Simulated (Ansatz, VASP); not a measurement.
# Two plane-wave programs on NaCu2

```
Na Cu
1.0
     4.56019    0.00000    0.00000
    -2.28009    3.94924    0.00000
     0.00000    0.00000    2.60152
Na Cu
1 2
Direct
  0.00000 0.00000 0.00000
  0.33333 0.66667 0.50000
  0.66667 0.33333 0.50000
```

Alike in both runs: functional PBE; k mesh 12 × 12 × 16; occupations gaussian, width 0.1 eV; no spin polarisation.

Ansatz relaxed the structure, and its values are those at the end. VASP's run is a single point on that final structure, the one shown.

```csv
,VASP,Ansatz
version,VASP 6.6.1,Ansatz 0.2.0
potentials or method,"VASP PAW PBE potentials, release 64 (Na_pv, Cu), cutoff 520 eV","scalar-relativistic, plane waves, PAW"
valence electrons in the cell,29,47
```

Ansatz gave:

```
gap on the k mesh at the Fermi level (eV) : none
pressure (GPa)                            : 0.0
```

**Question.** Estimate VASP's values.

**Answer.** gap on the k mesh at the Fermi level (eV): none; pressure (GPa): 0.4.

A gap of «none» marks a metal or a gap that the smearing closes. VASP's potentials hold 29 valence electrons a cell and Ansatz's 47, so a difference there can come from the potentials and not from the codes.
